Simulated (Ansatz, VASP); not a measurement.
**One calculation of ZnS, two programs**

```xyz
4
Lattice="3.7822 0.0000 0.0000 -1.8911 3.2755 0.0000 0.0000 0.0000 6.2081" Properties=species:S:1:pos:R:3 pbc="T T T"
Zn    0.0000    2.1837    0.0027
Zn    1.8911    1.0918    3.1067
S     0.0000    2.1837    2.3254
S     1.8911    1.0918    5.4295
```

Alike in both runs: functional PBEsol; k mesh 12 × 12 × 6; occupations gaussian, width 0.02 eV; no spin polarisation.

Ansatz relaxed the structure, and its values are those at the end. VASP's run is a single point on that final structure, the one shown.

|  | VASP | Ansatz |
| --- | --- | --- |
| version | VASP 6.6.1 | Ansatz 0.2.0 |
| potentials or method | VASP PAW PBE potentials, release 64 (Zn, S), cutoff 520 eV | scalar-relativistic, plane waves, PAW |
| valence electrons in the cell | 36 | 36 |

|  | VASP | Ansatz | Ansatz less VASP |
| --- | --- | --- | --- |
| gap on the k mesh at the Fermi level (eV) | 2.16 | 2.15 | -0.011 |
| least direct gap on the mesh (eV) | 2.16 | 2.15 | -0.011 |
| pressure (GPa) | 0.2 | 0.0 | -0.23 |

VASP's potentials were made for PBE, not for PBEsol, and Ansatz warns of the same on its side.
